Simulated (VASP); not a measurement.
# FeO (Wuestite): relaxation of cell and atoms with PBEsol

The system is FeO (Wuestite).

```
CELL_PARAMETERS angstrom
0.00000 2.15540 2.15540
2.15540 0.00000 2.15540
2.15540 2.15540 0.00000
ATOMIC_POSITIONS crystal
Fe 0.00000 0.00000 0.00000
O 0.50000 0.50000 0.50000
```

```
Program                : VASP 6.6.1
Task                   : relaxation of cell and atoms
Functional             : PBEsol
Potentials or basis    : VASP PAW PBE potentials, release 64 (Fe, O)
Cutoff                 : 600 eV
k mesh                 : 11 × 11 × 11
Occupations            : fermi-dirac, width 0.05 eV
Spin                   : collinear spin, ferromagnetic start
Starting moments       : [3.0, 0.0] μB
Dipole correction      : no
Further INCAR settings : ALGO = Normal; EDIFF = 1e-06; IBRION = 2; EDIFFG = -0.01; NSW = 60; ISIF = 3
```

```json
{"Relaxed volume": "9.58 Å³/atom", "Relaxed cell": "a = 3.004 Å, b = 3.004 Å, c = 3.004 Å, α = 60.00°, β = 60.00°, γ = 60.00°", "Space group after relaxing (to 0.05 Å)": "Fm-3m (No. 225)", "Energy gained by relaxing": "11.9 meV/atom", "Ionic steps": "3", "Pressure after relaxing": "-0.1 GPa", "Band gap on the k mesh": "zero (filled and empty bands overlap)", "Net moment": "4.00 μB per cell", "Site moments": "Fe +3.60; O +0.31 μB", "Valence electrons inside the program's atomic spheres": "Fe 6.82; O 4.99"}
```

Step by step:
```csv
step,energy change (eV),largest force (eV/Å),pressure (GPa),volume (Å³)
1,0.0000,0.0000,-8.50,20.03
2,-0.0094,0.0000,7.48,18.53
3,-0.0238,0.0000,-0.07,19.16
```

Final structure:
```yaml
crystal:
  lattice:
    - [0.00000, 2.12395, 2.12395]
    - [2.12395, 0.00000, 2.12395]
    - [2.12395, 2.12395, 0.00000]
  atoms:
    - { symbol: Fe, position: [0.00000, 0.00000, 0.00000] }
    - { symbol: O, position: [0.50000, 0.50000, 0.50000] }
```

Levels at points of the mesh, in eV from the Fermi level:
Spin up:
| k point | band 7 | band 8 | band 9 | band 10 | band 11 | band 12 |
| --- | --- | --- | --- | --- | --- | --- |
| (0.00, 0.00, 0.00) | -3.92 | -3.67 | -3.67 | 0.25 | 15.39 | 17.24 |
Spin down:
```tsv
k point	band 3	band 4	band 5	band 6	band 7	band 8
(0.00, 0.00, 0.00)	-3.38	-3.38	-0.80	-0.80	-0.80	0.10
```

It used 46 s of CPU time on 1 thread of Intel Xeon 6975P-C (shared host).

Caveat: the PAW data sets were made with another functional, which shifts forces and pressure a little; a cell with one magnetic atom can't hold antiferromagnetic order, which such compounds often take; semilocal functionals often make such compounds metallic where correlation or magnetic order opens a gap, which also shifts bond lengths. With open d or f shells a metallic result of PBEsol can be an artefact of self-interaction; +U or a hybrid may open a gap.
